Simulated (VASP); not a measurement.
N2, in a box:

```
N
1.0
     9.80000    0.00000    0.00000
     0.00000   10.00000    0.00000
     0.00000    0.00000    9.40000
N
2
Direct
  0.46024 0.46103 0.50000
  0.53976 0.53897 0.50000
```

Base run:

| Item | Value |
| --- | --- |
| Program | VASP 6.6.1 |
| Functional | PBE |
| Dispersion | D3(BJ) |
| Potentials or basis | VASP PAW PBE potentials, release 64 (N_h) |
| Cutoff | 910 eV |
| k mesh | 1 × 1 × 1 |
| Occupations | gaussian, width 0.01 eV |
| Spin | no spin polarisation |

Its results: gap between the frontier levels 8.25 eV; largest force 0.066 eV/Å.

Task: The run is repeated on the same cell with these changes: potentials or basis from VASP PAW PBE potentials, release 64 (N_h) to VASP PAW PBE potentials, release 64 (N); cutoff from 910 eV to 520 eV; further incar settings from ALGO = Normal; EDIFF = 1e-06; NBANDS = 12; NELMDL = -8 to ALGO = Normal; EDIFF = 1e-06; NBANDS = 12. What comes out?

Result: Gap between the frontier levels 8.20 eV; largest force 1.732 eV/Å.

Caveats: the standard files for N, O and F lose accuracy on very short bonds (some runs).

